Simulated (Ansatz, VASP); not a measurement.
## BN: VASP beside Ansatz

```
CELL_PARAMETERS angstrom
-2.50399 0.00000 0.00000
-1.25200 -2.16852 0.00000
0.00000 0.00000 13.02240
ATOMIC_POSITIONS crystal
B 0.33333 0.33333 0.89516
B 0.33333 0.33333 0.38364
B 0.66667 0.66667 0.12788
B 0.66667 0.66667 0.63940
N 0.33333 0.33333 0.12788
N 0.33333 0.33333 0.63940
N 0.66667 0.66667 0.89516
N 0.66667 0.66667 0.38364
```

Alike in both runs: task single point; functional PBE; dispersion D3(BJ); k mesh 10 × 10 × 2; occupations gaussian, width 0.05 eV; no spin polarisation.

|  | VASP | Ansatz |
| --- | --- | --- |
| version | VASP 6.6.1 | Ansatz 0.2.0 |
| potentials or method | VASP PAW PBE potentials, release 64 (B, N), cutoff 520 eV | scalar-relativistic, plane waves, PAW |
| valence electrons in the cell | 32 | 32 |

```tsv
	VASP	Ansatz	Ansatz less VASP
gap on the k mesh at the Fermi level (eV)	4.18	4.19	+0.007
least direct gap on the mesh (eV)	4.60	4.61	+0.007
pressure (GPa)	1.1	1.0	-0.07
traceless stress, the component that is largest in VASP (GPa)	-0.37	-0.16	+0.213
rms of the force components (eV/Å)	0.034	0.034	+0.0001
```

Atom by atom the forces differ by 0.000 eV/Å (rms over components).
